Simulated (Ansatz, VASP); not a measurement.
**YbNbS2 in VASP and in Ansatz**

INCAR

```
ALGO     = Normal         # electronic algorithm
EDIFF    = 1E-6           # SCF threshold, eV
ENCUT    = 520            # plane-wave cutoff, eV
GGA      = RP             # functional
ISIF     = 2              # what is computed and relaxed
ISMEAR   = -1             # smearing method
LASPH    = T              # aspherical terms in the spheres
LCHARG   = F              # write CHGCAR
LREAL    = F              # projectors in reciprocal space
LWAVE    = F              # write WAVECAR
NBANDS   = 32             # bands
NELM     = 100            # most SCF steps
PREC     = Accurate       # precision mode
SIGMA    = 0.042          # smearing width, eV
```

File KPOINTS:

```
k-points
0
Gamma
  6 6 6
```

File POSCAR:

```
YbNbS2
1.0
    1.7517450000      3.0341100000      0.0000000000
   -1.7517450000      3.0341100000      0.0000000000
   -1.7517450000      1.0113670000      6.9282060000
Nb Yb S
1 1 2
Direct
    0.0000000000      0.0000000000      0.0000000000
    0.5000000000      0.0000000000      0.5000000000
    0.2740000000      0.4520000000      0.8220000000
    0.7260000000      0.5480000000      0.1780000000
```

Input for Ansatz:

```yaml
crystal:
  lattice:
    - [1.751745, 3.03411, 0.0]
    - [-1.751745, 3.03411, 0.0]
    - [-1.751745, 1.011367, 6.928206]
  atoms:
    - { symbol: Nb, position: [0.0, 0.0, 0.0] }
    - { symbol: Yb, position: [0.5, 0.0, 0.5] }
    - { symbol: S, position: [0.274, 0.452, 0.822] }
    - { symbol: S, position: [0.726, 0.548, 0.178] }
  symmetry: { tolerance: 0.0003 }
kpoints:
  mp_grid: { grid: [6, 6, 6], shift: [0, 0, 0] }
magnetization:
  spin_polarized: false
scf:
  occupations: { method: fermi_dirac, width: 0.042 }
hamiltonian:
  pseudopotentials: { kind: paw }
  xc: rpbe
basis:
  ecutwfc: 500
output:
  forces: true
  stress: true
  eigenvalues: true
  write_density: true
  write_potential: true
  elf: true
  volumetric_format: npy
```

Alike in both runs: task single point; functional RPBE; k mesh 6 × 6 × 6; occupations fermi-dirac, width 0.042 eV; no spin polarisation.

```csv
,VASP,Ansatz
version,VASP 6.6.1,Ansatz 0.2.0
potentials or method,"VASP PAW PBE potentials, release 64 (Nb_sv, Yb, S), cutoff 520 eV",PAW plane waves
valence electrons in the cell,49,49
```

|  | VASP | Ansatz | Ansatz less VASP |
| --- | --- | --- | --- |
| gap on the k mesh at the Fermi level (eV) | none | none | - |
| pressure (GPa) | 17.2 | 17.8 | +0.58 |
| traceless stress, the component that is largest in VASP (GPa) | -5.55 | -5.68 | -0.123 |
| rms of the force components (eV/Å) | 1.758 | 1.776 | +0.0186 |

VASP's potentials were made for PBE, not for RPBE. Atom by atom the forces differ by 0.019 eV/Å (rms over components). A gap of «none» marks a metal or a gap that the smearing closes. Ansatz's warnings: structure snapped to symmetry.

Neither program's run includes spin-orbit coupling.
